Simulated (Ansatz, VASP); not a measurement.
# One calculation of MoS2, two programs

Contents of INCAR:

```
SYSTEM = MoS2
  PREC = Accurate
  ENCUT = 520
  EDIFF = 1E-7
  ISMEAR = 0
  SIGMA = 0.05
  LREAL = .False.
  LASPH = .True.
  NELM = 60
  ALGO = Normal
  ISIF = 2
  LWAVE = .False.
  LCHARG = .False.
  GGA = PE
  IVDW = 12
  NBANDS = 35
```

KPOINTS

```
Automatic mesh
0
Gamma
  12 12 4
  0 0 0
```

The input POSCAR:

```
MoS2
1.0
    3.1493579417      0.0000000000      0.0000000000
   -1.5746789709      2.7274239831      0.0000000000
    0.0000000000      0.0000000000     12.0917670417
Mo S
2 4
Direct
    0.3333333333      0.6666666667      0.2500000000
    0.6666666667      0.3333333333      0.7500000000
    0.3133511082      0.6267022164      0.6204968003
    0.6466844416      0.2933688831      0.1204968003
    0.3533155584      0.7066311169      0.8795031997
    0.6866488918      0.3732977836      0.3795031997
```

Input for Ansatz:

```yaml
crystal:
  lattice:
    - [3.1493579417, 0.0, 0.0]
    - [-1.5746789709, 2.7274239831, 0.0]
    - [0.0, 0.0, 12.0917670417]
  atoms:
    - { symbol: Mo, position: [0.3333333333, 0.6666666667, 0.25] }
    - { symbol: Mo, position: [0.6666666667, 0.3333333333, 0.75] }
    - { symbol: S, position: [0.3133511082, 0.6267022164, 0.6204968003] }
    - { symbol: S, position: [0.6466844416, 0.2933688831, 0.1204968003] }
    - { symbol: S, position: [0.3533155584, 0.7066311169, 0.8795031997] }
    - { symbol: S, position: [0.6866488918, 0.3732977836, 0.3795031997] }
basis:
  ecutwfc: 420
kpoints:
  mp_grid: { grid: [12, 12, 4] }
hamiltonian:
  xc: pbe
  pseudopotentials: { kind: paw, azcp: { folder: soft_1 } }
  dispersion: d3bj
scf:
  occupations: { method: gaussian, width: 0.05 }
output:
  forces: true
  stress: true
  eigenvalues: true
```

Change from the starting cell: mode 10 frozen in at -0.109 Å and mode 16 at +0.000 Å (largest displacements).

Alike in both runs: task single point; functional PBE; dispersion D3(BJ); k mesh 12 × 12 × 4; occupations gaussian, width 0.05 eV; no spin polarisation.

```csv
,VASP,Ansatz
version,VASP 6.6.1,Ansatz 0.2.0
potentials or method,"VASP PAW PBE potentials, release 64 (Mo_sv, S), cutoff 520 eV","scalar-relativistic, plane waves, PAW"
valence electrons in the cell,52,52
```

Ansatz gave:

```
gap on the k mesh at the Fermi level (eV)                     : 0.76
least direct gap on the mesh (eV)                             : 1.66
pressure (GPa)                                                : 0.8
traceless stress, the component that is largest in VASP (GPa) : -9.44
rms of the force components (eV/Å)                            : 0.498
```

Q: Which values does VASP return?

A: gap on the k mesh at the Fermi level (eV): 0.77; least direct gap on the mesh (eV): 1.67; pressure (GPa): 0.6; traceless stress, the component that is largest in VASP (GPa): -9.41; rms of the force components (eV/Å): 0.496.

Atom by atom the forces differ by 0.008 eV/Å (rms over components).
